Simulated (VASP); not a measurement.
# TiGaC4N4 (P-43m) in VASP: notebook

TiGaC4N4 is run at these levels: PBE; tasks: single point, relaxation of cell and atoms.

All numbers are computed with VASP 6.6.1; they aren't measurements. Logs are shortened: lines on timing, memory, paths and dates and some standing lists are left out, and cuts for length are marked.

## (1) The cell of the first run

The structure is cubic, space group P-43m (No. 215). Conventional cell: a = 5.970 Å, b = 5.970 Å, c = 5.970 Å, α = 90.00°, β = 90.00°, γ = 90.00°. Within 2.7 Å of Ti (site symmetry -43m) lie 4 N at 2.03 Å. Within 2.6 Å of Ga (site symmetry -43m) lie 4 C at 1.96 Å. Within 1.6 Å of C (site symmetry 3m) lie 1 N at 1.18 Å. N (site symmetry 3m) has 1 C at 1.18 Å within 1.6 Å.

## (2) Single point, PBE, collinear spin

The input, INCAR:

```
SYSTEM = TiGaC4N4
ALGO = Normal
EDIFF = 1E-6
ENCUT = 520
GGA = PE
ISIF = 2
ISMEAR = 0
ISPIN = 2
LASPH = .TRUE.
LCHARG = .FALSE.
LMAXMIX = 4
LORBIT = 11
LREAL = .FALSE.
LWAVE = .FALSE.
MAGMOM = 1.09 0 0 0 0 0 0 0 0 0
NBANDS = 46
NELM = 150
PREC = Accurate
SIGMA = 0.1
```

The input, KPOINTS:

```
k-points
0
G
  6 6 6
  0 0 0
```

The input, POSCAR:

```
TiGaC4N4
1.0
    5.9695569638      0.0000000000      0.0000000000
    0.0000000000      5.9695569638      0.0000000000
    0.0000000000      0.0000000000      5.9695569638
Ti Ga C N
1 1 4 4
Direct
    0.5000000000      0.5000000000      0.5000000000
    0.0000000000      0.0000000000      0.0000000000
    0.1900058934      0.1900058934      0.1900058934
    0.1900058934      0.8099941066      0.8099941066
    0.8099941066      0.1900058934      0.8099941066
    0.8099941066      0.8099941066      0.1900058934
    0.3041264695      0.3041264695      0.3041264695
    0.3041264695      0.6958735305      0.6958735305
    0.6958735305      0.3041264695      0.6958735305
    0.6958735305      0.6958735305      0.3041264695
```

Potentials or basis: VASP PAW PBE potentials, release 64 (Ti_sv, Ga_d, C, N).

Started as:

```sh
$ cat potpaw_PBE.64/Ti_sv/POTCAR potpaw_PBE.64/Ga_d/POTCAR potpaw_PBE.64/C/POTCAR potpaw_PBE.64/N/POTCAR > POTCAR
$ mpirun -np 1 vasp_std > vasp.out
```

OUTCAR:

```text
SYSTEM = TiGaC4N4
   EDIFF = 1E-6
   ENCUT = 520
   GGA = PE
   ISIF = 2
   ISMEAR = 0
   ISPIN = 2
   LASPH = .TRUE.
   LORBIT = 11
   LREAL = .FALSE.
   NELM = 150
   PREC = Accurate

 ion  position               nearest neighbor table
   1  0.500  0.500  0.500-   7 2.03   8 2.03   9 2.03  10 2.03
   2  0.000  0.000  0.000-   3 1.96   4 1.96   5 1.96   6 1.96
   3  0.190  0.190  0.190-   7 1.18   2 1.96
   4  0.190  0.810  0.810-   8 1.18   2 1.96
   5  0.810  0.190  0.810-   9 1.18   2 1.96
   6  0.810  0.810  0.190-  10 1.18   2 1.96
   7  0.304  0.304  0.304-   3 1.18   1 2.03
   8  0.304  0.696  0.696-   4 1.18   1 2.03
   9  0.696  0.304  0.696-   5 1.18   1 2.03
  10  0.696  0.696  0.304-   6 1.18   1 2.03

  LATTYP: Found a simple cubic cell.
 ALAT       =     5.9695569638

  Lattice vectors:

 A1 = (   5.9695569638,   0.0000000000,   0.0000000000)
 A2 = (   0.0000000000,   5.9695569638,   0.0000000000)
 A3 = (   0.0000000000,   0.0000000000,   5.9695569638)

Analysis of symmetry for initial positions (statically):
=====================================================================
 Subroutine PRICEL returns:
 Original cell was already a primitive cell.

 Routine SETGRP: Setting up the symmetry group for a
 simple cubic supercell.

 Subroutine GETGRP returns: Found 24 space group operations
 (whereof 24 operations were pure point group operations)
 out of a pool of 48 trial point group operations.

The static configuration has the point symmetry T_d .

Analysis of symmetry for dynamics (positions and initial velocities):
=====================================================================
 Subroutine PRICEL returns:
 Original cell was already a primitive cell.

 Routine SETGRP: Setting up the symmetry group for a
 simple cubic supercell.

 Subroutine GETGRP returns: Found 24 space group operations
 (whereof 24 operations were pure point group operations)
 out of a pool of 48 trial point group operations.

The dynamic configuration has the point symmetry T_d .

Analysis of structural, dynamic, and magnetic symmetry:
=====================================================================
 Subroutine PRICEL returns:
 Original cell was already a primitive cell.

 Routine SETGRP: Setting up the symmetry group for a
 simple cubic supercell.

 Subroutine GETGRP returns: Found 24 space group operations
 (whereof 24 operations were pure point group operations)
 out of a pool of 48 trial point group operations.

The overall configuration has the point symmetry T_d .

 Subroutine INISYM returns: Found 24 space group operations
 (whereof 24 operations are pure point group operations),
 and found     1 'primitive' translations

----------------------------------------------------------------------------------------

                                     Primitive cell

  volume of cell :     212.7288

  direct lattice vectors                    reciprocal lattice vectors
     5.969556964  0.000000000  0.000000000     0.167516619  0.000000000  0.000000000
     0.000000000  5.969556964  0.000000000     0.000000000  0.167516619  0.000000000
     0.000000000  0.000000000  5.969556964     0.000000000  0.000000000  0.167516619

  length of vectors
     5.969556964  5.969556964  5.969556964     0.167516619  0.167516619  0.167516619

  position of ions in fractional coordinates (direct lattice)
     0.500000000  0.500000000  0.500000000
     0.000000000  0.000000000  0.000000000
     0.190005893  0.190005893  0.190005893
     0.190005893  0.809994107  0.809994107
     0.809994107  0.190005893  0.809994107
     0.809994107  0.809994107  0.190005893
     0.304126469  0.304126469  0.304126469
     0.304126469  0.695873531  0.695873531
     0.695873531  0.304126469  0.695873531
     0.695873531  0.695873531  0.304126469

  ion indices of the primitive-cell ions
   primitive index   ion index
                 1           1
                 2           2
[... 62 lines left out ...]
   ions per type =               1   1   4   4
   NGX,Y,Z   is equivalent  to a cutoff of  13.37, 13.37, 13.37 a.u.
   NGXF,Y,Z  is equivalent  to a cutoff of  26.73, 26.73, 26.73 a.u.
 SYSTEM =  TiGaC4N4
   PREC   = accura    normal or accurate (medium, high low for compatibility)
   ISTART =      0    job   : 0-new  1-cont  2-samecut
   ICHARG =      2    charge: 1-file 2-atom 10-const
   ISPIN  =      2    spin polarized calculation?
   LNONCOLLINEAR =      F non collinear calculations
   LSORBIT =      F    spin-orbit coupling
   LASPH  =      T    aspherical Exc in radial PAW
   ENCUT  =  520.0 eV  38.22 Ry    6.18 a.u.  11.10 11.10 11.10*2*pi/ulx,y,z
   NELM   =    150;   NELMIN=  2; NELMDL= -5     # of ELM steps
   EDIFF  = 0.1E-05   stopping-criterion for ELM
   LREAL  =      F    real-space projection
   EDIFFG = 0.1E-04   stopping-criterion for IOM
   NSW    =      0    number of steps for IOM
   IBRION =     -1    ionic relax: 0-MD 1-quasi-New 2-CG
   NFREE  =      0    steps in history (QN), initial steepest desc. (CG)
   ISIF   =      2    stress and relaxation
   ISYM   =      2    0-nonsym 1-usesym 2-fastsym
   POTIM  = 0.5000    time-step for ionic-motion
   TEBEG  =    0.0;   TEEND  =   0.0 temperature during run
   PSTRESS=    0.0 pullay stress
   NELECT =      61.0000    total number of electrons
   NUPDOWN=      -1.0000    fix difference up-down
   EMIN   =  10.00;   EMAX   =-10.00  energy-range for DOS
   EFERMI =   0.00;   METHOD = LEGACY
   ISMEAR =     0;   SIGMA  =   0.10  broadening in eV -4-tet -1-fermi 0-gaus
   EFERMI_NEDOS =   21; number of points for ismear=-14 and -15
   IALGO  =     38    algorithm
   IMIX   =      4    mixing-type and parameters
     AMIX     =   0.40;   BMIX     =  1.00
     AMIX_MAG =   1.60;   BMIX_MAG =  1.00
  volume/ion in A,a.u.               =      21.27       143.56
  Fermi-wavevector in a.u.,A,eV,Ry     =   1.079550  2.040053 15.856607  1.165428
  Thomas-Fermi vector in A             =   2.215518
   LORBIT       =     11    0 simple, 1 ext, 2 COOP (PROOUT), +10 PAW based schemes
   GGA     = PE    functional components
   LHFCALC =     F    Hartree Fock is set to
   AEXX    =    0.0000 exact exchange contribution
   IVDW    =     0    specifies the selected vdW correction
   LEPSILON=     F    determine dielectric tensor
   LRPA    =     F    only Hartree local field effects (RPA)
 spin polarized calculation
 Gauss-broadening in eV      SIGMA  =   0.10
  energy-cutoff  :      520.00
  volume of cell :      212.73
 maximum number of plane-waves:      5832
 NGX is ok and might be reduce to    48
   NGX = 23   NGY = 23   NGZ = 23

 number of electron      60.9999985 magnetization       2.8966370

 Free energy of the ion-electron system (eV)
  ---------------------------------------------------
  ext. energy  EPLUGINS =         0.00000000
  ---------------------------------------------------
  free energy    TOTEN  =       -78.22664348 eV

  energy without entropy =      -78.19412754  energy(sigma->0) =      -78.21038551

 E-fermi :   1.5769     XC(G=0):  -7.1115

 val. band max:        1.5747303618   @ k =   0.5000   0.3333   0.3333
 cond. band min:       1.5810110727   @ k =   0.5000   0.5000   0.3333
 fundamental gap:      0.0062807109
 Fermi energy:         1.5769340783

 spin component 1

 k-point     1 :       0.0000    0.0000    0.0000
  band No.  band energies     occupation
      1     -56.5600      1.00000
      2     -32.8965      1.00000
      3     -32.8965      1.00000
      4     -32.8965      1.00000
      5     -18.3521      1.00000
      6     -18.2344      1.00000
[... 889 lines left out ...]
     41       4.1954      0.00000
     42       4.1954      0.00000
 Fermi energy:         1.5769340783

 spin component 2

 k-point     1 :       0.0000    0.0000    0.0000
  band No.  band energies     occupation
      1     -55.2676      1.00000
      2     -31.6019      1.00000
      3     -31.6019      1.00000
      4     -31.6019      1.00000
      5     -18.2893      1.00000
      6     -18.1760      1.00000
[... 889 lines left out ...]
     41       5.0548      0.00000
     42       5.0548      0.00000
 [bands above 42 left out]

------------------------ aborting loop because EDIFF is reached ----------------------------------------

  FORCE on cell =-STRESS in cart. coord.  units (eV):
  Direction    XX          YY          ZZ          XY          YZ          ZX
  --------------------------------------------------------------------------------------
  -------------------------------------------------------------------------------------
  Total        0.3761526      0.3761526      0.3761526     -0.0000000     -0.0000000      0.0000000
  in kB        2.8330112      2.8330112      2.8330112     -0.0000000     -0.0000000      0.0000000
  external PRESSURE =       2.8330112 kB  Pullay stress =       0.0000000 kB

 VOLUME and BASIS-vectors are now :
 -----------------------------------------------------------------------------
  energy-cutoff  :      520.00
  volume of cell :      212.73
      direct lattice vectors                 reciprocal lattice vectors
     5.969556964  0.000000000  0.000000000     0.167516619  0.000000000  0.000000000
     0.000000000  5.969556964  0.000000000     0.000000000  0.167516619  0.000000000
     0.000000000  0.000000000  5.969556964     0.000000000  0.000000000  0.167516619

 POSITION                                       TOTAL-FORCE (eV/Angst)
 -----------------------------------------------------------------------------------
      2.98478      2.98478      2.98478        -0.000000     -0.000000     -0.000000
      0.00000      0.00000      0.00000        -0.000000     -0.000000     -0.000000
      1.13425      1.13425      1.13425        -0.203338     -0.203338     -0.203338
      1.13425      4.83531      4.83531        -0.203338      0.203338      0.203338
      4.83531      1.13425      4.83531         0.203338     -0.203338      0.203338
      4.83531      4.83531      1.13425         0.203338      0.203338     -0.203338
      1.81550      1.81550      1.81550         0.178768      0.178768      0.178768
      1.81550      4.15406      4.15406         0.178768     -0.178768     -0.178768
      4.15406      1.81550      4.15406        -0.178768      0.178768     -0.178768
      4.15406      4.15406      1.81550        -0.178768     -0.178768      0.178768
 -----------------------------------------------------------------------------------
    total drift:                               -0.000000     -0.000000     -0.000000

  FREE ENERGIE OF THE ION-ELECTRON SYSTEM (eV)
  ---------------------------------------------------
  free  energy   TOTEN  =       -78.2266434757 eV

  energy  without entropy=      -78.1941275398  energy(sigma->0) =      -78.21038551

 total charge

# of ion       s       p       d       tot
------------------------------------------
    1        2.164   6.148   1.985  10.298
    2        0.756   0.974  10.122  11.852
    3        0.936   1.655   0.000   2.591
    4        0.936   1.655   0.000   2.591
    5        0.936   1.655   0.000   2.591
    6        0.936   1.655   0.000   2.591
    7        1.303   2.581   0.000   3.884
    8        1.303   2.581   0.000   3.884
    9        1.303   2.581   0.000   3.884
   10        1.303   2.581   0.000   3.884
--------------------------------------------------
tot         11.875  24.067  12.107  48.049

 magnetization (x)

# of ion       s       p       d       tot
------------------------------------------
    1        0.009   0.026   1.318   1.353
    2       -0.009   0.000   0.038   0.029
    3        0.011   0.125   0.000   0.136
    4        0.011   0.125   0.000   0.136
    5        0.011   0.125   0.000   0.136
    6        0.011   0.125   0.000   0.136
    7       -0.005  -0.021   0.000  -0.025
    8       -0.005  -0.021   0.000  -0.025
    9       -0.005  -0.021   0.000  -0.025
   10       -0.005  -0.021   0.000  -0.025
--------------------------------------------------
tot          0.027   0.443   1.355   1.825
```

Wall time 6.9 min (1 thread of Intel Xeon 6975P-C (Granite Rapids), shared host); peak memory 0.58 GiB.

What came out:

- Free energy: -78.2266 eV
- Pressure: 0.3 GPa
- Largest force: 0.352 eV/Å
- Net moment: 2.90 μB per cell
- Site moments: Ti +1.35; Ga +0.03; C +0.14; N -0.03 μB
- Valence electrons inside the program's atomic spheres: Ti 10.30; Ga 11.85; C 2.59; N 3.88

Forces in eV/Å, atoms in the order of the input:
```
Ti   0.000  0.000  0.000
Ga   0.000  0.000  0.000
C   -0.203 -0.203 -0.203
C   -0.203  0.203  0.203
C    0.203 -0.203  0.203
C    0.203  0.203 -0.203
N    0.179  0.179  0.179
N    0.179 -0.179 -0.179
N   -0.179  0.179 -0.179
N   -0.179 -0.179  0.179
```

Levels at points of the mesh, in eV from the Fermi level:
Spin up:
```csv
k point,band 28,band 29,band 30,band 31,band 32,band 33,band 34,band 35,band 36,band 37
"(0.00, 0.00, 0.00)",-5.81,-5.81,-0.88,-0.88,-0.47,-0.47,-0.47,1.91,2.45,2.45
"(0.50, 0.00, 0.00)",-5.76,-5.76,-0.98,-0.55,0.09,0.12,0.12,1.38,1.38,1.49
"(0.50, 0.50, 0.00)",-5.79,-5.79,-0.94,-0.59,0.04,0.50,0.50,1.09,1.09,1.58
"(0.50, 0.50, 0.50)",-5.74,-5.74,-0.85,-0.85,-0.01,-0.01,-0.01,2.26,2.26,2.26
```
Spin down:
| k point | band 26 | band 27 | band 28 | band 29 | band 30 | band 31 | band 32 | band 33 |
| --- | --- | --- | --- | --- | --- | --- | --- | --- |
| (0.00, 0.00, 0.00) | -5.72 | -5.64 | -5.64 | -5.64 | 0.05 | 0.05 | 0.05 | 0.26 |
| (0.50, 0.00, 0.00) | -5.83 | -5.83 | -5.60 | -5.60 | 0.05 | 0.61 | 0.61 | 0.69 |
| (0.50, 0.50, 0.00) | -5.86 | -5.67 | -5.63 | -5.63 | 0.09 | 0.62 | 0.76 | 1.08 |
| (0.50, 0.50, 0.50) | -5.92 | -5.59 | -5.59 | -5.59 | 0.31 | 0.31 | 0.54 | 0.54 |

(Part 1 of 2 ends here.)
